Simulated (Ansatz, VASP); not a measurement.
## Rh in VASP and in Ansatz

File INCAR:

```
PREC = Accurate
ENCUT = 520
EDIFF = 1E-7
ISMEAR = -1
SIGMA = 0.1
LREAL = False
LASPH = True
NELM = 100
ALGO = Normal
ISIF = 2
LWAVE = False
LCHARG = True
GGA = CA
LELF = True
LVHAR = True
NBANDS = 30
```

File KPOINTS:

```
regular mesh
0
Gamma
  10 10 14
```

The input POSCAR:

```
Rh
1.0
    4.3074256795      0.0000000000      0.0000000000
   -2.1537128398      3.7303400634      0.0000000000
    0.0000000000      0.0000000000      2.6402681850
Rh
3
Direct
    1.0000000000      1.0000000000      0.0000000000
    0.3333333333      0.6666666667      0.5000000000
    0.6666666667      0.3333333333      0.5000000000
```

Input for Ansatz:

```yaml
crystal:
  lattice:
    - [4.3074256795, 0.0, 0.0]
    - [-2.1537128398, 3.7303400634, 0.0]
    - [0.0, 0.0, 2.640268185]
  atoms:
    - { symbol: Rh, position: [1.0, 1.0, 0.0] }
    - { symbol: Rh, position: [0.3333333333, 0.6666666667, 0.5] }
    - { symbol: Rh, position: [0.6666666667, 0.3333333333, 0.5] }
hamiltonian:
  xc: lda
  pseudopotentials:
    kind: paw
    azcp:
      Rh: "pseudopotentials/Rh.paw.azcp"
basis:
  ecutwfc: 420
  fft_grid_basis: typed
kpoints:
  mp_grid: { grid: [10, 10, 14], shift: [0, 0, 0] }
magnetization:
  spin_polarized: false
scf:
  occupations: { method: fermi_dirac, width: 0.1 }
  lower_state_search: "off"
output:
  stress: true
```

Alike in both runs: task single point; functional LDA; k mesh 10 × 10 × 14; occupations fermi-dirac, width 0.1 eV; no spin polarisation.

```csv
,VASP,Ansatz
version,VASP 6.6.1,Ansatz 0.2.0
potentials or method,"VASP PAW LDA potentials, release 64 (Rh_pv), cutoff 520 eV","plane waves (420 eV) with PAW, scalar-relativistic"
valence electrons in the cell,45,51
```

```tsv
	VASP	Ansatz	Ansatz less VASP
pressure (GPa)	-9.7	-10.5	-0.78
traceless stress, the component that is largest in VASP (GPa)	0.04	0.16	+0.117
```

Ansatz warns that its potentials were made for another functional, while VASP's fit it. LDA's correlation is that of Perdew and Zunger in VASP and of Perdew and Wang (1992) in Ansatz. VASP's potentials hold 45 valence electrons a cell and Ansatz's 51, so a difference there can come from the potentials and not from the codes.
